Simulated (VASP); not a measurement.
# Os (P6_3/mmc) in VASP: notebook

Runs on Os. Level: PBEsol. Tasks: relaxation of cell and atoms.

Everything below comes from runs of VASP 6.6.1. Logs are shortened: lines on timing, memory, paths and dates and some standing lists are left out, and cuts for length are marked.

## (1) The cell of the first run

The structure is hexagonal, space group P6_3/mmc (No. 194). The conventional cell has a = 2.734 Å, b = 2.734 Å, c = 4.320 Å, α = 90.00°, β = 90.00°, γ = 120.00°. Os (site symmetry -6m2) has 12 Os at 2.68 to 2.73 Å within 3.5 Å.

## (2) Relaxation of cell and atoms, PBEsol, target pressure 2 GPa, at which the enthalpy is minimised

Input file INCAR:

```
PREC = Accurate
ENCUT = 600
EDIFF = 1E-7
ISMEAR = -1
SIGMA = 0.05
LREAL = False
LASPH = True
NELM = 80
ALGO = Normal
ISIF = 3
LWAVE = False
LCHARG = False
GGA = PS
IBRION = 2
NSW = 60
EDIFFG = -0.01
PSTRESS = 20.0
```

Input file KPOINTS:

```
Automatic mesh
0
Gamma
  11 11 6
```

Input file POSCAR:

```
Os
1.0
    2.7341000000      0.0000000000      0.0000000000
   -1.3670500000      2.3678000565      0.0000000000
    0.0000000000      0.0000000000      4.3197000000
Os
2
Direct
    0.6666666667      0.3333333333      0.7500000000
    0.3333333333      0.6666666667      0.2500000000
```

Potentials or basis: VASP PAW PBE potentials, release 64 (Os).

On the command line:

```bash
$ cat potpaw_PBE.64/Os/POTCAR > POTCAR
$ mpirun -np 1 vasp_std > vasp.out
```

OUTCAR:

```text
PREC = Accurate
   ENCUT = 600
   EDIFF = 1E-7
   ISMEAR = -1
   LREAL = False
   LASPH = True
   NELM = 80
   ISIF = 3
   GGA = PS
   IBRION = 2
   NSW = 60
   EDIFFG = -0.01
   PSTRESS = 20.0

 ion  position               nearest neighbor table
   1  0.667  0.333  0.750-   2 2.68   2 2.68   2 2.68   2 2.68   2 2.68   2 2.68
   2  0.333  0.667  0.250-   1 2.68   1 2.68   1 2.68   1 2.68   1 2.68   1 2.68

  LATTYP: Found a hexagonal cell.
 ALAT       =     2.7341000000
 C/A-ratio  =     1.5799348963

  Lattice vectors:

 A1 = (   2.7341000000,   0.0000000000,   0.0000000000)
 A2 = (  -1.3670500000,   2.3678000565,   0.0000000000)
 A3 = (   0.0000000000,   0.0000000000,   4.3197000000)

Analysis of symmetry for initial positions (statically):
=====================================================================
 Subroutine PRICEL returns:
 Original cell was already a primitive cell.

 Routine SETGRP: Setting up the symmetry group for a
 hexagonal supercell.

 Subroutine GETGRP returns: Found 24 space group operations
 (whereof 12 operations were pure point group operations)
 out of a pool of 24 trial point group operations.

The static configuration has the point symmetry D_3d.
 The point group associated with its full space group is D_6h.

Analysis of symmetry for dynamics (positions and initial velocities):
=====================================================================
 Subroutine PRICEL returns:
 Original cell was already a primitive cell.

 Routine SETGRP: Setting up the symmetry group for a
 hexagonal supercell.

 Subroutine GETGRP returns: Found 24 space group operations
 (whereof 12 operations were pure point group operations)
 out of a pool of 24 trial point group operations.

The dynamic configuration has the point symmetry D_3d.
 The point group associated with its full space group is D_6h.

 Subroutine INISYM returns: Found 24 space group operations
 (whereof 12 operations are pure point group operations),
 and found     1 'primitive' translations

----------------------------------------------------------------------------------------

                                     Primitive cell

  volume of cell :      27.9649

  direct lattice vectors                    reciprocal lattice vectors
     2.734100000  0.000000000  0.000000000     0.365751070  0.211166479  0.000000000
    -1.367050000  2.367800057  0.000000000     0.000000000  0.422332957  0.000000000
     0.000000000  0.000000000  4.319700000     0.000000000  0.000000000  0.231497558

  length of vectors
     2.734100000  2.734100000  4.319700000     0.422332957  0.422332957  0.231497558

  position of ions in fractional coordinates (direct lattice)
     0.666666667  0.333333333  0.750000000
     0.333333333  0.666666667  0.250000000

  ion indices of the primitive-cell ions
   primitive index   ion index
                 1           1
                 2           2

----------------------------------------------------------------------------------------

 KPOINTS: Automatic mesh

Automatic generation of k-mesh.
 Grid dimensions read from file:
 generate k-points for:   11   11    6

 Generating k-lattice:

  Cartesian coordinates                     Fractional coordinates (reciprocal lattice)
     0.033250097  0.019196953  0.000000000     0.090909091 -0.000000000  0.000000000
     0.000000000  0.038393905  0.000000000     0.000000000  0.090909091  0.000000000
     0.000000000  0.000000000  0.038582926     0.000000000  0.000000000  0.166666667

  Length of vectors
     0.038393905  0.038393905  0.038582926

  Shift w.r.t. Gamma in fractional coordinates (k-lattice)
     0.000000000  0.000000000  0.000000000

 Subroutine IBZKPT returns following result:
 ===========================================

 Found     64 irreducible k-points:

 Following reciprocal coordinates:
            Coordinates               Weight
  0.000000  0.000000  0.000000      1.000000
  0.090909  0.000000  0.000000      6.000000
  0.181818  0.000000  0.000000      6.000000
  0.272727 -0.000000  0.000000      6.000000
  0.363636 -0.000000  0.000000      6.000000
  0.454545  0.000000  0.000000      6.000000
[... 16 lines left out ...]
  0.090909  0.090909  0.166667     12.000000
  0.181818  0.090909  0.166667     24.000000
 [... further k-points ...]
   k-points           NKPTS =     64   k-points in BZ     NKDIM =     64   number of bands    NBANDS=     12
   number of dos      NEDOS =    301   number of ions     NIONS =      2
   total plane-waves  NPLWV =  20736
   dimension x,y,z NGX =    24 NGY =   24 NGZ =   36
   dimension x,y,z NGXF=    48 NGYF=   48 NGZF=   72
   ions per type =               2
   NGX,Y,Z   is equivalent  to a cutoff of  14.59, 14.59, 13.85 a.u.
   NGXF,Y,Z  is equivalent  to a cutoff of  29.19, 29.19, 27.71 a.u.
 SYSTEM =  unknown system
   PREC   = accura    normal or accurate (medium, high low for compatibility)
   ISTART =      0    job   : 0-new  1-cont  2-samecut
   ICHARG =      2    charge: 1-file 2-atom 10-const
   ISPIN  =      1    spin polarized calculation?
   LNONCOLLINEAR =      F non collinear calculations
   LSORBIT =      F    spin-orbit coupling
   LASPH  =      T    aspherical Exc in radial PAW
   ENCUT  =  600.0 eV  44.10 Ry    6.64 a.u.   5.46  5.46  8.63*2*pi/ulx,y,z
   NELM   =     80;   NELMIN=  2; NELMDL= -5     # of ELM steps
   EDIFF  = 0.1E-06   stopping-criterion for ELM
   LREAL  =      F    real-space projection
   EDIFFG = -.1E-01   stopping-criterion for IOM
   NSW    =     60    number of steps for IOM
   IBRION =      2    ionic relax: 0-MD 1-quasi-New 2-CG
   NFREE  =      1    steps in history (QN), initial steepest desc. (CG)
   ISIF   =      3    stress and relaxation
   ISYM   =      2    0-nonsym 1-usesym 2-fastsym
   POTIM  = 0.5000    time-step for ionic-motion
   TEBEG  =    0.0;   TEEND  =   0.0 temperature during run
   PSTRESS=   20.0 pullay stress
   NELECT =      16.0000    total number of electrons
   NUPDOWN=      -1.0000    fix difference up-down
   EMIN   =  10.00;   EMAX   =-10.00  energy-range for DOS
   EFERMI =   0.00;   METHOD = LEGACY
   ISMEAR =    -1;   SIGMA  =   0.05  broadening in eV -4-tet -1-fermi 0-gaus
   EFERMI_NEDOS =   21; number of points for ismear=-14 and -15
   IALGO  =     38    algorithm
   IMIX   =      4    mixing-type and parameters
     AMIX     =   0.40;   BMIX     =  1.00
     AMIX_MAG =   1.60;   BMIX_MAG =  1.00
  volume/ion in A,a.u.               =      13.98        94.36
  Fermi-wavevector in a.u.,A,eV,Ry     =   1.359076  2.568282 25.131161  1.847088
  Thomas-Fermi vector in A             =   2.485855
   LORBIT       =      0    0 simple, 1 ext, 2 COOP (PROOUT), +10 PAW based schemes
   GGA     = PS    functional components
   LHFCALC =     F    Hartree Fock is set to
   AEXX    =    0.0000 exact exchange contribution
   IVDW    =     0    specifies the selected vdW correction
   LEPSILON=     F    determine dielectric tensor
   LRPA    =     F    only Hartree local field effects (RPA)
 conjugate gradient relaxation of ions
 non-spin polarized calculation
  energy-cutoff  :      600.00
  volume of cell :       27.96
 maximum number of plane-waves:       965
 NGX is ok and might be reduce to    24
   NGX = 11   NGY = 11   NGZ = 17

--------------------------------------- Ionic step        1  -------------------------------------------

 number of electron      16.0000001 magnetization

 Free energy of the ion-electron system (eV)
  ---------------------------------------------------
  ext. energy  EPLUGINS =         0.00000000
  ---------------------------------------------------
  free energy    TOTEN  =       -24.47575170 eV

  energy without entropy =      -24.46260772  energy(sigma->0) =      -24.46917971

------------------------ aborting loop because EDIFF is reached ----------------------------------------

  FORCE on cell =-STRESS in cart. coord.  units (eV):
  Direction    XX          YY          ZZ          XY          YZ          ZX
  --------------------------------------------------------------------------------------
  -------------------------------------------------------------------------------------
  Total       -0.3631337     -0.3631337     -0.3760978      0.0000000     -0.0000000      0.0000000
  in kB      -20.8048266    -20.8048266    -21.5475708      0.0000000     -0.0000000      0.0000000
  external PRESSURE =     -41.0524080 kB  Pullay stress =      20.0000000 kB
[... 23 lines left out ...]
  enthalpy is  TOTEN    =       -24.1266657102 eV   P V=        0.3490859914

--------------------------------------- Ionic step        2  -------------------------------------------

 number of electron      16.0000000 magnetization

 E-fermi :  10.0826     XC(G=0): -14.4554

 val. band max:       10.0656244366   @ k =   0.0909   0.0000   0.3333
 cond. band min:      10.1431587825   @ k =   0.0000   0.0000   0.0000
 fundamental gap:      0.0775343459
 Fermi energy:        10.0826344252

 k-point     1 :       0.0000    0.0000    0.0000
  band No.  band energies     occupation
      1      -1.3532      2.00000
      2       1.7836      2.00000
      3       6.8102      2.00000
      4       6.8102      2.00000
      5       7.0933      2.00000
      6       7.7355      2.00000
      7       7.7355      2.00000
      8       8.4400      2.00000
      9       8.4400      2.00000
     10      10.1432      0.45923
     11      11.9648      0.00000
     12      11.9648      0.00000
[... 494 lines left out ...]
  enthalpy is  TOTEN    =       -24.1300205747 eV   P V=        0.3458453387

--------------------------------------- Ionic step        6  -------------------------------------------

 number of electron      16.0000001 magnetization

 Free energy of the ion-electron system (eV)
  ---------------------------------------------------
  ext. energy  EPLUGINS =         0.00000000
  ---------------------------------------------------
  free energy    TOTEN  =       -24.47587983 eV

  energy without entropy =      -24.46293042  energy(sigma->0) =      -24.46940513

 E-fermi :   9.4096     XC(G=0): -14.2087

 val. band max:        9.3892347778   @ k =   0.0909   0.0000   0.3333
 cond. band min:       9.4458763920   @ k =   0.0000   0.0000   0.0000
 fundamental gap:      0.0566416142
 Fermi energy:         9.4096390943

 k-point     1 :       0.0000    0.0000    0.0000
  band No.  band energies     occupation
      1      -1.6290      2.00000
      2       1.5373      2.00000
      3       6.3471      2.00000
      4       6.3471      2.00000
      5       6.5978      2.00000
      6       7.2062      2.00000
      7       7.2062      2.00000
      8       7.8724      2.00000
      9       7.8724      2.00000
     10       9.4459      0.65270
     11      11.1760      0.00000
     12      11.1760      0.00000
[... 374 lines left out ...]
  FREE ENERGIE OF THE ION-ELECTRON SYSTEM (eV)
  ---------------------------------------------------
  free  energy   TOTEN  =       -24.4758798338 eV

  energy  without entropy=      -24.4629304249  energy(sigma->0) =      -24.46940513

  enthalpy is  TOTEN    =       -24.1300270222 eV   P V=        0.3458528116

 reached required accuracy - stopping structural energy minimisation
```

It took 1.8 min on 1 thread of Intel Xeon 8259CL, shared host; peak memory 0.18 GiB.

Results:

```yaml
Free_energy: -24.4759 eV
Relaxed_volume: 13.85 Å³/atom
Relaxed_cell: a = 2.725 Å, b = 2.725 Å, c = 4.307 Å, α = 90.00°, β = 90.00°, γ = 120.00°
Space_group_after_relaxing_to_0.1_Å: P6_3/mmc (No. 194)
Energy_change_on_relaxing_the_run_minimises_the_enthalpy: -0.1 meV/atom
Ionic_steps: 6
Pressure_after_relaxing: 2.0 GPa
Band_gap_on_the_k_mesh: zero (bands 8 and 9 overlap by 3.96 eV)
```

Step by step:
```csv
step,energy change (eV),largest force (eV/Å),pressure (GPa),volume (Å³)
1,0.0000,0.0000,-2.11,27.96
2,0.0899,0.0000,23.61,26.54
3,-0.0002,0.0000,1.92,27.71
4,-0.0001,0.0000,2.00,27.71
5,-0.0001,0.0000,2.01,27.71
6,-0.0001,0.0000,2.00,27.71
```

Final structure:
```
Os
1.0
     2.72533    0.00000    0.00000
    -1.36266    2.36020    0.00000
     0.00000    0.00000    4.30729
Os
2
Direct
  0.66667 0.33333 0.75000
  0.33333 0.66667 0.25000
```

Levels at points of the mesh, in eV from the Fermi level:
```tsv
k point	band 6	band 7	band 8	band 9	band 10	band 11
(0.00, 0.00, 0.00)	-2.20	-2.20	-1.54	-1.54	0.04	1.77
(0.00, 0.00, 0.50)	-3.26	-3.26	-3.26	0.96	0.96	0.96
```

Caveat: the cell is relaxed towards a set pressure, so the run minimises the enthalpy, not the energy; the PAW data sets were made with another functional, which shifts forces and pressure a little; spin-orbit coupling is left out, which moves the levels of the heavy elements.

## (3) Relaxation of cell and atoms, PBEsol, target pressure 5 GPa, at which the enthalpy is minimised

Input file INCAR:

```
ALGO = Normal
EDIFF = 1E-6
EDIFFG = -0.01
ENCUT = 600
GGA = PS
IBRION = 2
ISIF = 3
ISMEAR = -1
LASPH = T
LCHARG = F
LREAL = F
LWAVE = F
NELM = 60
NSW = 60
PREC = Accurate
PSTRESS = 50.0
SIGMA = 0.05
```

Input file KPOINTS:

```
k-points
0
Gamma
  11 11 6
```

POSCAR is that of step 2.

Potentials or basis: VASP PAW PBE potentials, release 64 (Os).

On the command line:

```bash
$ cat potpaw_PBE.64/Os/POTCAR > POTCAR
$ mpirun -np 1 vasp_std > vasp.out
```

It took 1.9 min on 1 thread of Intel Xeon 8259CL, shared host; peak memory 0.18 GiB.

It converged, with:

```yaml
Free_energy: -24.4721 eV
Relaxed_volume: 13.77 Å³/atom
Relaxed_cell: a = 2.719 Å, b = 2.719 Å, c = 4.299 Å, α = 90.00°, β = 90.00°, γ = 120.00°
Space_group_after_relaxing_to_0.1_Å: P6_3/mmc (No. 194)
Energy_change_on_relaxing_the_run_minimises_the_enthalpy: +1.8 meV/atom
Ionic_steps: 7
Pressure_after_relaxing: 4.9 GPa
Band_gap_on_the_k_mesh: zero (bands 8 and 9 overlap by 4.00 eV)
```

Stress tensor (GPa, compression positive):
```
4.90 0.00 0.00
0.00 4.90 0.00
0.00 0.00 4.98
```

The path:
| step | energy change (eV) | largest force (eV/Å) | pressure (GPa) | volume (Å³) |
| --- | --- | --- | --- | --- |
| 1 | 0.0000 | 0.0000 | -2.10 | 27.96 |
| 2 | 0.3099 | 0.0000 | 47.09 | 25.53 |
| 3 | 0.0033 | 0.0000 | 4.73 | 27.54 |
| 4 | 0.0037 | 0.0000 | 4.97 | 27.53 |
| 5 | 0.0040 | 0.0000 | 5.11 | 27.52 |
| 6 | 0.0030 | 0.0000 | 4.52 | 27.55 |
| 7 | 0.0036 | 0.0000 | 4.93 | 27.53 |

Final structure:
```
CELL_PARAMETERS angstrom
2.71944 0.00000 0.00000
-1.35972 2.35511 0.00000
0.00000 0.00000 4.29863
ATOMIC_POSITIONS crystal
Os 0.66667 0.33333 0.75000
Os 0.33333 0.66667 0.25000
```

Levels at points of the mesh, in eV from the Fermi level:
```
           k point  band 6  band 7  band 8  band 9  band 10  band 11
(0.00, 0.00, 0.00)   -2.22   -2.22   -1.55   -1.55     0.04     1.78
(0.00, 0.00, 0.50)   -3.29   -3.29   -3.29    0.97     0.97     0.97
```

Caveat: the cell is relaxed towards a set pressure, so the run minimises the enthalpy, not the energy; the PAW data sets were made with another functional, which shifts forces and pressure a little; spin-orbit coupling is left out, which moves the levels of the heavy elements.
